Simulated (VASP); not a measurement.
# PbF2 (Fm-3m) in VASP: further runs

Aim: see how the results for PbF2 move with the level of theory and the settings. Levels: r2SCAN, r2SCANh. Tasks: single point.

Program: VASP 6.6.1. These are calculated values, not measurements. Logs are shortened: lines on timing, memory, paths and dates and some standing lists are left out, and cuts for length are marked.

**1. The cell of the first run**

The structure is cubic, space group Fm-3m (No. 225). The conventional cell has a = 6.005 Å, b = 6.005 Å, c = 6.005 Å, α = 90.00°, β = 90.00°, γ = 90.00°. Within 3.4 Å of Pb (site symmetry m-3m) lie 8 F at 2.60 Å. F (site symmetry -43m) has 4 Pb at 2.60 Å and 6 F at 3.00 Å within 3.4 Å.

**2. Single point, r2SCAN**

File POSCAR:

```
PbF2
1.0
    0.0000000000      3.0026599987      3.0026599987
    3.0026599987      0.0000000000      3.0026599987
    3.0026599987      3.0026599987      0.0000000000
Pb F
1 2
Direct
    0.0000000000      0.0000000000      0.0000000000
    0.7500000000      0.7500000000      0.7500000000
    0.2500000000      0.2500000000      0.2500000000
```

File INCAR.step1:

```
  ALGO = Normal
  EDIFF = 1E-5
  ENCUT = 660
  GGA = PE
  GGA_COMPAT = F
  ISMEAR = -1
  LASPH = T
  LCHARG = F
  LREAL = F
  LWAVE = T
  NBANDS = 21
  NELM = 120
  PREC = Accurate
  SIGMA = 0.05
```

File INCAR.step2:

```
  ALGO = Normal
  EDIFF = 1E-6
  ENCUT = 660
  GGA_COMPAT = F
  ISIF = 2
  ISMEAR = -1
  ISTART = 1
  LASPH = T
  LCHARG = T
  LELF = T
  LMIXTAU = T
  LREAL = F
  LVHAR = T
  LWAVE = F
  METAGGA = R2SCAN
  NBANDS = 21
  NELM = 120
  PREC = Accurate
  SIGMA = 0.05
```

File KPOINTS:

```
k-points
0
Gamma
  8 8 8
```

Potentials or basis: VASP PAW PBE potentials, release 64 (Pb_d, F).

The run is started by

```console
$ cat potpaw_PBE.64/Pb_d/POTCAR potpaw_PBE.64/F/POTCAR > POTCAR
$ cp INCAR.step1 INCAR
$ mpirun -np 1 vasp_std > vasp.out
$ cp INCAR.step2 INCAR
$ mpirun -np 1 vasp_std > vasp.out
```

OUTCAR:

```text
EDIFF = 1E-6
   ENCUT = 660
   ISIF = 2
   ISMEAR = -1
   ISTART = 1
   LASPH = T
   LREAL = F
   METAGGA = R2SCAN
   NELM = 120
   PREC = Accurate

 ion  position               nearest neighbor table
   1  0.000  0.000  0.000-   2 2.60   2 2.60   2 2.60   3 2.60   3 2.60   3 2.60   3 2.60   2 2.60

   2  0.750  0.750  0.750-   1 2.60   1 2.60   1 2.60   1 2.60
   3  0.250  0.250  0.250-   1 2.60   1 2.60   1 2.60   1 2.60

  LATTYP: Found a face centered cubic cell.
 ALAT       =     6.0053199974

  Lattice vectors:

 A1 = (   0.0000000000,   3.0026599987,   3.0026599987)
 A2 = (   3.0026599987,   0.0000000000,   3.0026599987)
 A3 = (   3.0026599987,   3.0026599987,   0.0000000000)

Analysis of symmetry for initial positions (statically):
=====================================================================
 Subroutine PRICEL returns:
 Original cell was already a primitive cell.

 Routine SETGRP: Setting up the symmetry group for a
 face centered cubic supercell.

 Subroutine GETGRP returns: Found 48 space group operations
 (whereof 48 operations were pure point group operations)
 out of a pool of 48 trial point group operations.

The static configuration has the point symmetry O_h .

Analysis of symmetry for dynamics (positions and initial velocities):
=====================================================================
 Subroutine PRICEL returns:
 Original cell was already a primitive cell.

 Routine SETGRP: Setting up the symmetry group for a
 face centered cubic supercell.

 Subroutine GETGRP returns: Found 48 space group operations
 (whereof 48 operations were pure point group operations)
 out of a pool of 48 trial point group operations.

The dynamic configuration has the point symmetry O_h .

 Subroutine INISYM returns: Found 48 space group operations
 (whereof 48 operations are pure point group operations),
 and found     1 'primitive' translations

----------------------------------------------------------------------------------------

                                     Primitive cell

  volume of cell :      54.1438

  direct lattice vectors                    reciprocal lattice vectors
     0.000000000  3.002659999  3.002659999    -0.166519020  0.166519020  0.166519020
     3.002659999  0.000000000  3.002659999     0.166519020 -0.166519020  0.166519020
     3.002659999  3.002659999  0.000000000     0.166519020  0.166519020 -0.166519020

  length of vectors
     4.246402493  4.246402493  4.246402493     0.288419403  0.288419403  0.288419403

  position of ions in fractional coordinates (direct lattice)
     0.000000000  0.000000000  0.000000000
     0.750000000  0.750000000  0.750000000
     0.250000000  0.250000000  0.250000000

  ion indices of the primitive-cell ions
   primitive index   ion index
                 1           1
                 2           2
                 3           3

----------------------------------------------------------------------------------------

 KPOINTS: k-points

Automatic generation of k-mesh.
 Grid dimensions read from file:
 generate k-points for:    8    8    8

 Generating k-lattice:

  Cartesian coordinates                     Fractional coordinates (reciprocal lattice)
    -0.020814877  0.020814877  0.020814877     0.125000000  0.000000000  0.000000000
     0.020814877 -0.020814877  0.020814877     0.000000000  0.125000000  0.000000000
     0.020814877  0.020814877 -0.020814877     0.000000000  0.000000000  0.125000000

  Length of vectors
     0.036052425  0.036052425  0.036052425

  Shift w.r.t. Gamma in fractional coordinates (k-lattice)
     0.000000000  0.000000000  0.000000000

 Subroutine IBZKPT returns following result:
 ===========================================

 Found     29 irreducible k-points:

 Following reciprocal coordinates:
            Coordinates               Weight
  0.000000  0.000000  0.000000      1.000000
  0.125000  0.000000  0.000000      8.000000
  0.250000  0.000000  0.000000      8.000000
  0.375000  0.000000  0.000000      8.000000
  0.500000  0.000000  0.000000      4.000000
  0.125000  0.125000  0.000000      6.000000
[... 16 lines left out ...]
  0.500000  0.250000  0.125000     48.000000
 -0.375000  0.250000  0.125000     24.000000
 [... further k-points ...]
   k-points           NKPTS =     29   k-points in BZ     NKDIM =     29   number of bands    NBANDS=     21
   number of dos      NEDOS =    301   number of ions     NIONS =      3
   total plane-waves  NPLWV =  46656
   dimension x,y,z NGX =    36 NGY =   36 NGZ =   36
   dimension x,y,z NGXF=    72 NGYF=   72 NGZF=   72
   ions per type =               1   2
   NGX,Y,Z   is equivalent  to a cutoff of  14.09, 14.09, 14.09 a.u.
   NGXF,Y,Z  is equivalent  to a cutoff of  28.19, 28.19, 28.19 a.u.
 SYSTEM =  unknown system
   PREC   = accura    normal or accurate (medium, high low for compatibility)
   ISTART =      1    job   : 0-new  1-cont  2-samecut
   ICHARG =      0    charge: 1-file 2-atom 10-const
   ISPIN  =      1    spin polarized calculation?
   LNONCOLLINEAR =      F non collinear calculations
   LSORBIT =      F    spin-orbit coupling
   LASPH  =      T    aspherical Exc in radial PAW
   ENCUT  =  660.0 eV  48.51 Ry    6.96 a.u.   8.90  8.90  8.90*2*pi/ulx,y,z
   NELM   =    120;   NELMIN=  2; NELMDL=  0     # of ELM steps
   EDIFF  = 0.1E-05   stopping-criterion for ELM
   LREAL  =      F    real-space projection
   EDIFFG = 0.1E-04   stopping-criterion for IOM
   NSW    =      0    number of steps for IOM
   IBRION =     -1    ionic relax: 0-MD 1-quasi-New 2-CG
   NFREE  =      0    steps in history (QN), initial steepest desc. (CG)
   ISIF   =      2    stress and relaxation
   ISYM   =      2    0-nonsym 1-usesym 2-fastsym
   POTIM  = 0.5000    time-step for ionic-motion
   TEBEG  =    0.0;   TEEND  =   0.0 temperature during run
   PSTRESS=    0.0 pullay stress
   NELECT =      28.0000    total number of electrons
   NUPDOWN=      -1.0000    fix difference up-down
   EMIN   =  10.00;   EMAX   =-10.00  energy-range for DOS
   EFERMI =   0.00;   METHOD = LEGACY
   ISMEAR =    -1;   SIGMA  =   0.05  broadening in eV -4-tet -1-fermi 0-gaus
   EFERMI_NEDOS =   21; number of points for ismear=-14 and -15
   IALGO  =     38    algorithm
   IMIX   =      4    mixing-type and parameters
     AMIX     =   0.40;   BMIX     =  1.00
     AMIX_MAG =   1.60;   BMIX_MAG =  1.00
  volume/ion in A,a.u.               =      18.05       121.79
  Fermi-wavevector in a.u.,A,eV,Ry     =   1.314048  2.483191 23.493494  1.726723
  Thomas-Fermi vector in A             =   2.444328
   LORBIT       =      0    0 simple, 1 ext, 2 COOP (PROOUT), +10 PAW based schemes
   METAGGA = R2SCAN    functional components
   LHFCALC =     F    Hartree Fock is set to
   AEXX    =    0.0000 exact exchange contribution
   IVDW    =     0    specifies the selected vdW correction
   LEPSILON=     F    determine dielectric tensor
   LRPA    =     F    only Hartree local field effects (RPA)
 non-spin polarized calculation
  energy-cutoff  :      660.00
  volume of cell :       54.14
 maximum number of plane-waves:      2120
   NGX = 17   NGY = 17   NGZ = 17

 number of electron      27.9999997 magnetization

 Free energy of the ion-electron system (eV)
  ---------------------------------------------------
  ext. energy  EPLUGINS =         0.00000000
  ---------------------------------------------------
  free energy    TOTEN  =       -70.15026570 eV

  energy without entropy =      -70.15026570  energy(sigma->0) =      -70.15026570

 E-fermi :   2.1283     XC(G=0):  -9.7995

 val. band max:        1.0215690953   @ k =  -0.2500   0.5000   0.2500
 cond. band min:       5.9652200376   @ k =   0.5000   0.5000   0.0000
 fundamental gap:      4.9436509423
 Fermi energy:         2.1282656139

 k-point     1 :       0.0000    0.0000    0.0000
  band No.  band energies     occupation
      1     -21.0358      2.00000
      2     -20.5109      2.00000
      3     -13.7944      2.00000
      4     -13.7944      2.00000
      5     -13.7944      2.00000
      6     -13.7598      2.00000
[... 13 lines left out ...]
     20      16.8555      0.00000
     21      19.1089      0.00000

 k-point     2 :       0.1250    0.0000    0.0000
  band No.  band energies     occupation
      1     -21.0107      2.00000
      2     -20.5333      2.00000
      3     -13.7894      2.00000
      4     -13.7894      2.00000
      5     -13.7687      2.00000
      6     -13.7596      2.00000
[... 13 lines left out ...]
     20      16.3800      0.00000
     21      18.4218      0.00000

 k-point     3 :       0.2500    0.0000    0.0000
  band No.  band energies     occupation
      1     -20.9444      2.00000
      2     -20.5923      2.00000
      3     -13.7839      2.00000
      4     -13.7839      2.00000
      5     -13.7523      2.00000
      6     -13.7523      2.00000
[... 13 lines left out ...]
     20      15.7569      0.00000
     21      17.1507      0.00000

 k-point     4 :       0.3750    0.0000    0.0000
  band No.  band energies     occupation
      1     -20.8578      2.00000
      2     -20.6700      2.00000
      3     -13.7858      2.00000
      4     -13.7858      2.00000
      5     -13.7377      2.00000
      6     -13.7377      2.00000
[... 13 lines left out ...]
     20      15.3969      0.00000
     21      16.1193      0.00000

 k-point     5 :       0.5000    0.0000    0.0000
  band No.  band energies     occupation
      1     -20.7893      2.00000
      2     -20.7344      2.00000
      3     -13.7874      2.00000
      4     -13.7874      2.00000
      5     -13.7307      2.00000
      6     -13.7307      2.00000
[... 13 lines left out ...]
     20      15.2899      0.00000
     21      15.7271      0.00000
[... 382 lines left out ...]
     20      18.6609      0.00000
     21      18.9060      0.00000

 k-point    22 :       0.3750    0.2500    0.1250
  band No.  band energies     occupation
      1     -20.8982      2.00000
      2     -20.6311      2.00000
      3     -13.7743      2.00000
      4     -13.7619      2.00000
      5     -13.7617      2.00000
      6     -13.7337      2.00000
[... 13 lines left out ...]
     20      16.6573      0.00000
     21      17.8732      0.00000

 k-point    23 :       0.5000    0.2500    0.1250
  band No.  band energies     occupation
      1     -20.8294      2.00000
      2     -20.6912      2.00000
      3     -13.7757      2.00000
      4     -13.7651      2.00000
      5     -13.7422      2.00000
      6     -13.7130      2.00000
[... 13 lines left out ...]
     20      17.3177      0.00000
     21      18.0597      0.00000

 k-point    24 :      -0.3750    0.2500    0.1250
  band No.  band energies     occupation
      1     -20.7721      2.00000
      2     -20.7446      2.00000
      3     -13.7759      2.00000
      4     -13.7671      2.00000
      5     -13.7324      2.00000
      6     -13.7052      2.00000
[... 13 lines left out ...]
     20      17.5736      0.00000
     21      18.0486      0.00000

 [... further k-points ...]

------------------------ aborting loop because EDIFF is reached ----------------------------------------

  FORCE on cell =-STRESS in cart. coord.  units (eV):
  Direction    XX          YY          ZZ          XY          YZ          ZX
  --------------------------------------------------------------------------------------
  -------------------------------------------------------------------------------------
  Total       -1.0566737     -1.0566737     -1.0566737      0.0000000      0.0000000      0.0000000
  in kB      -31.2682082    -31.2682082    -31.2682082      0.0000000      0.0000000      0.0000000
  external PRESSURE =     -31.2682082 kB  Pullay stress =       0.0000000 kB

 VOLUME and BASIS-vectors are now :
 -----------------------------------------------------------------------------
  energy-cutoff  :      660.00
  volume of cell :       54.14
      direct lattice vectors                 reciprocal lattice vectors
     0.000000000  3.002659999  3.002659999    -0.166519020  0.166519020  0.166519020
     3.002659999  0.000000000  3.002659999     0.166519020 -0.166519020  0.166519020
     3.002659999  3.002659999  0.000000000     0.166519020  0.166519020 -0.166519020

 POSITION                                       TOTAL-FORCE (eV/Angst)
 -----------------------------------------------------------------------------------
      0.00000      0.00000      0.00000         0.000000      0.000000      0.000000
      4.50399      4.50399      4.50399        -0.000000     -0.000000     -0.000000
      1.50133      1.50133      1.50133         0.000000      0.000000      0.000000
 -----------------------------------------------------------------------------------
    total drift:                                0.000000      0.000000      0.000000

  FREE ENERGIE OF THE ION-ELECTRON SYSTEM (eV)
  ---------------------------------------------------
  free  energy   TOTEN  =       -70.1502656981 eV

  energy  without entropy=      -70.1502656980  energy(sigma->0) =      -70.15026570
```

It took 3 min on 1 thread of Oxide Virtual Turin-like, shared host; peak memory 0.2 GiB.

What came out:

```yaml
Free_energy: -70.1503 eV
Pressure: -3.1 GPa
Band_gap_on_the_k_mesh: 4.94 eV (least direct gap 5.08 eV)
```

Caveat: the cell stands under tension; the PAW data sets were made with another functional, which shifts forces and pressure a little; spin-orbit coupling is left out, which moves the levels of the heavy elements. r2SCAN opens gaps a little over a GGA but as a rule still falls short of measured ones.

(Part 1 of 2 ends here.)
